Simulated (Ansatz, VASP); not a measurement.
# One calculation of SiC20, two programs

```xyz
21
Lattice="4.9301 0.0000 0.0000 -1.2325 7.0737 0.0000 0.0000 0.0000 22.1294" Properties=species:S:1:pos:R:3 pbc="T T T"
C     1.2325    3.8429    4.0000
C     3.6975    3.8429    4.0000
C     1.2325    0.6282    5.0176
C     3.6975    0.6282    5.0176
C     1.2325    4.2724    5.3568
C     3.6975    4.2724    5.3568
C     0.0000    0.8429    5.6960
C     2.4650    0.8429    5.6960
C     0.0000    4.4872    6.0352
C     2.4650    4.4872    6.0352
C     0.0000    1.3046    7.0794
C     2.4650    1.3046    7.0794
C     0.0000    4.3506    7.4535
C     2.4650    4.3506    7.4535
C     1.2325    1.6546    7.7024
C     3.6975    1.6546    7.7024
C     1.2325    3.9063    8.0329
C     3.6975    3.9063    8.0329
C     1.2325    2.6753    8.7294
C     3.6975    2.6753    8.7294
Si    2.4650    2.6753   11.2294
```

Alike in both runs: task single point; functional PBE; dispersion D3(BJ); k mesh 6 × 4 × 1; occupations gaussian, width 0.1 eV; no spin polarisation.

|  | VASP | Ansatz |
| --- | --- | --- |
| version | VASP 6.6.1 | Ansatz 0.2.0 |
| potentials or method | VASP PAW PBE potentials, release 64 (C, Si), cutoff 520 eV | scalar-relativistic, plane waves, PAW |
| valence electrons in the cell | 84 | 84 |

Ansatz gave:

| Property | Result |
| --- | --- |
| gap on the k mesh at the Fermi level (eV) | none |
| rms of the force components (eV/Å) | 0.883 |

Q: What did VASP give for the same quantities?

A: gap on the k mesh at the Fermi level (eV): none; rms of the force components (eV/Å): 0.879.

Atom by atom the forces differ by 0.021 eV/Å (rms over components). A gap of «none» marks a metal or a gap that the smearing closes. Ansatz's warnings: vacuum below fermi.
